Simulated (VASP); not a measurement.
# FeCo (Pm-3m) in VASP: a series of runs, part 2 of 2

VASP 6.6.1. Earlier steps stand in the parts before.

## Step 5: Single point, PBE, collinear spin, ferromagnetic start

This run uses another cell than the first one, of 11.51 Å³/atom.

The input, INCAR:

```
ALGO = Normal
EDIFF = 1E-6
ENCUT = 600
GGA = PE
GGA_COMPAT = F
ISIF = 2
ISMEAR = 0
ISPIN = 2
LASPH = T
LCHARG = F
LMAXMIX = 4
LORBIT = 11
LREAL = F
LWAVE = F
MAGMOM = 3.18 2.08
NBANDS = 20
NELM = 200
PREC = Accurate
SIGMA = 0.1
```

The input, KPOINTS:

```
k-points
0
Gamma
  20 20 20
```

The input, POSCAR:

```
FeCo
1.0
    2.8448268025      0.0000000000      0.0000000000
    0.0000000000      2.8448268025      0.0000000000
    0.0000000000      0.0000000000      2.8448268025
Fe Co
1 1
Direct
    0.0000000000      0.0000000000      0.0000000000
    0.5000000000      0.5000000000      0.5000000000
```

Launch:

```sh
> cat potpaw_PBE.64/Fe/POTCAR potpaw_PBE.64/Co/POTCAR > POTCAR
> mpirun -np 1 vasp_std > vasp.out
```

Run time: 4.9 min. Hardware: 1 thread of Oxide Virtual Turin-like, shared host; peak memory 0.33 GiB.

The run converged. Its results:

- Free energy: -15.4057 eV
- Pressure: -0.5 GPa
- Net moment: 4.51 μB per cell
- Site moments: Fe +2.77; Co +1.76 μB
- Valence electrons inside the program's atomic spheres: Fe 7.15; Co 8.23

Levels at points of the mesh, in eV from the Fermi level:
Spin up:
```csv
k point,band 8,band 9,band 10,band 11,band 12,band 13,band 14,band 15
"(0.00, 0.00, 0.00)",-2.03,-0.93,-0.93,-0.93,9.08,9.08,9.08,14.66
"(0.50, 0.00, 0.00)",-2.60,-2.10,-1.98,-0.92,-0.64,15.94,15.94,16.12
"(0.50, 0.50, 0.00)",-1.77,-0.68,-0.68,-0.16,-0.16,6.05,6.24,17.69
"(0.50, 0.50, 0.50)",-1.92,-1.74,-1.74,7.60,7.60,7.60,7.68,7.68
```
Spin down:
```
           k point  band 4  band 5  band 6  band 7  band 8  band 9
(0.00, 0.00, 0.00)   -1.20   -1.20   -1.20    0.78    0.78    1.48
(0.50, 0.00, 0.00)   -1.17   -1.16   -1.16   -0.41   -0.32   -0.32
(0.50, 0.50, 0.00)   -2.32   -0.08   -0.08    0.49    0.57    0.76
(0.50, 0.50, 0.50)   -2.25   -2.25   -2.25    0.60    0.60    1.49
```

## Step 6: Single point, PBE, collinear spin, ferromagnetic start

This run uses another cell than the first one, of 11.51 Å³/atom.

The input, INCAR:

```
  PREC = Accurate
  ENCUT = 600
  EDIFF = 1E-6
  ISMEAR = 0
  SIGMA = 0.1
  LREAL = False
  LASPH = True
  NELM = 200
  ALGO = Normal
  ISIF = 2
  LWAVE = False
  LCHARG = False
  ISPIN = 2
  MAGMOM = 3.09 2.01
  LORBIT = 11
  LMAXMIX = 4
  GGA = PE
  NBANDS = 20
  GGA_COMPAT = False
```

The input, KPOINTS:

```
regular mesh
0
Gamma
  20 20 20
```

POSCAR is that of step 5.

Potentials or basis: VASP PAW PBE potentials, release 64 (Fe, Co).

Launch:

```sh
> cat potpaw_PBE.64/Fe/POTCAR potpaw_PBE.64/Co/POTCAR > POTCAR
> mpirun -np 1 vasp_std > vasp.out
```

OUTCAR:

```text
PREC = Accurate
   ENCUT = 600
   EDIFF = 1E-6
   ISMEAR = 0
   LREAL = False
   LASPH = True
   NELM = 200
   ISIF = 2
   ISPIN = 2
   LORBIT = 11
   GGA = PE

 ion  position               nearest neighbor table
   1  0.000  0.000  0.000-   2 2.46   2 2.46   2 2.46   2 2.46   2 2.46   2 2.46   2 2.46   2 2.46

   2  0.500  0.500  0.500-   1 2.46   1 2.46   1 2.46   1 2.46   1 2.46   1 2.46   1 2.46   1 2.46

  LATTYP: Found a simple cubic cell.
 ALAT       =     2.8448268025

  Lattice vectors:

 A1 = (   2.8448268025,   0.0000000000,   0.0000000000)
 A2 = (   0.0000000000,   2.8448268025,   0.0000000000)
 A3 = (   0.0000000000,   0.0000000000,   2.8448268025)

Analysis of symmetry for initial positions (statically):
=====================================================================
 Subroutine PRICEL returns:
 Original cell was already a primitive cell.

 Routine SETGRP: Setting up the symmetry group for a
 simple cubic supercell.

 Subroutine GETGRP returns: Found 48 space group operations
 (whereof 48 operations were pure point group operations)
 out of a pool of 48 trial point group operations.

The static configuration has the point symmetry O_h .

Analysis of symmetry for dynamics (positions and initial velocities):
=====================================================================
 Subroutine PRICEL returns:
 Original cell was already a primitive cell.

 Routine SETGRP: Setting up the symmetry group for a
 simple cubic supercell.

 Subroutine GETGRP returns: Found 48 space group operations
 (whereof 48 operations were pure point group operations)
 out of a pool of 48 trial point group operations.

The dynamic configuration has the point symmetry O_h .

Analysis of structural, dynamic, and magnetic symmetry:
=====================================================================
 Subroutine PRICEL returns:
 Original cell was already a primitive cell.

 Routine SETGRP: Setting up the symmetry group for a
 simple cubic supercell.

 Subroutine GETGRP returns: Found 48 space group operations
[... 147 lines left out ...]
  ---------------------------------------------------
  free energy    TOTEN  =       -15.40573344 eV

  energy without entropy =      -15.39826067  energy(sigma->0) =      -15.40199706

 E-fermi :   8.1054     XC(G=0): -13.0466

 val. band max:        8.1042409472   @ k =   0.3500   0.2000   0.0500
 cond. band min:       8.1076668675   @ k =   0.4000   0.3500   0.1500
 fundamental gap:      0.0034259204
 Fermi energy:         8.1053777471

 spin component 1

 k-point     1 :       0.0000    0.0000    0.0000
  band No.  band energies     occupation
      1      -0.9267      1.00000
      2       2.6922      1.00000
      3       2.6922      1.00000
      4       4.9868      1.00000
      5       4.9868      1.00000
      6       4.9868      1.00000
[... 541 lines left out ...]
     19      30.8447      0.00000
     20      31.1965      0.00000

 [... further k-points ...]

 spin component 2

 k-point     1 :       0.0000    0.0000    0.0000
  band No.  band energies     occupation
      1      -0.7780      1.00000
      2       4.5819      1.00000
      3       4.5819      1.00000
      4       6.9081      1.00000
      5       6.9081      1.00000
      6       6.9081      1.00000
[... 541 lines left out ...]
     19      31.4093      0.00000
     20      31.7698      0.00000

 [... further k-points ...]

------------------------ aborting loop because EDIFF is reached ----------------------------------------

  FORCE on cell =-STRESS in cart. coord.  units (eV):
  Direction    XX          YY          ZZ          XY          YZ          ZX
  --------------------------------------------------------------------------------------
  -------------------------------------------------------------------------------------
  Total       -0.0782000     -0.0782000     -0.0782000     -0.0000000      0.0000000      0.0000000
  in kB       -5.4418910     -5.4418910     -5.4418910     -0.0000000      0.0000000      0.0000000
  external PRESSURE =      -5.4418910 kB  Pullay stress =       0.0000000 kB

 VOLUME and BASIS-vectors are now :
 -----------------------------------------------------------------------------
  energy-cutoff  :      600.00
  volume of cell :       23.02
      direct lattice vectors                 reciprocal lattice vectors
     2.844826803  0.000000000  0.000000000     0.351515248  0.000000000  0.000000000
     0.000000000  2.844826803  0.000000000     0.000000000  0.351515248  0.000000000
     0.000000000  0.000000000  2.844826803     0.000000000  0.000000000  0.351515248

 POSITION                                       TOTAL-FORCE (eV/Angst)
 -----------------------------------------------------------------------------------
      0.00000      0.00000      0.00000         0.000000      0.000000      0.000000
      1.42241      1.42241      1.42241         0.000000      0.000000      0.000000
 -----------------------------------------------------------------------------------
    total drift:                                0.000000      0.000000     -0.000000

  FREE ENERGIE OF THE ION-ELECTRON SYSTEM (eV)
  ---------------------------------------------------
  free  energy   TOTEN  =       -15.4057334448 eV

  energy  without entropy=      -15.3982606737  energy(sigma->0) =      -15.40199706

 total charge

# of ion       s       p       d       tot
------------------------------------------
    1        0.473   0.527   6.152   7.151
    2        0.483   0.510   7.242   8.235
--------------------------------------------------
tot          0.956   1.036  13.394  15.386

 magnetization (x)

# of ion       s       p       d       tot
------------------------------------------
    1        0.001  -0.044   2.817   2.774
    2       -0.011  -0.054   1.822   1.757
--------------------------------------------------
tot         -0.010  -0.098   4.639   4.532
```

It took 4.3 min on 1 thread of Oxide Virtual Turin-like, shared host; peak memory 0.33 GiB.

Results:

```yaml
Free_energy: -15.4057 eV
Pressure: -0.5 GPa
Net_moment: 4.51 μB per cell
Site_moments: Fe +2.77; Co +1.76 μB
Valence_electrons_inside_the_program's_atomic_spheres: Fe 7.15; Co 8.23
```

## Step 7: Summary

```csv
task,cell,k mesh,gap on the mesh (eV),pressure (GPa),moment (μB)
single point,"a = 2.852 Å, 2 atoms",6 × 6 × 6,none,-0.6,4.71
single point,"a = 2.917 Å, 2 atoms",6 × 6 × 6,none,-10.7,4.82
relaxation of cell and atoms,"relaxed from a = 2.917 Å, 2 atoms",6 × 6 × 6,none,-0.1,4.70
single point,"a = 2.845 Å, 2 atoms",20 × 20 × 20,none,-0.5,4.51
```

Alike in all rows: level PBE; potentials or basis VASP PAW PBE potentials, release 64 (Fe, Co); spin collinear, ferromagnetic start; cutoff (eV) 600; smearing gaussian 0.1 eV.

Caveats: some runs use coarse meshes; the cell stands under tension (at least some runs).

Absolute energies hang on the potentials; compare differences alone.

The gap in the log of VASP goes by the Fermi energy; the results here count the filled bands.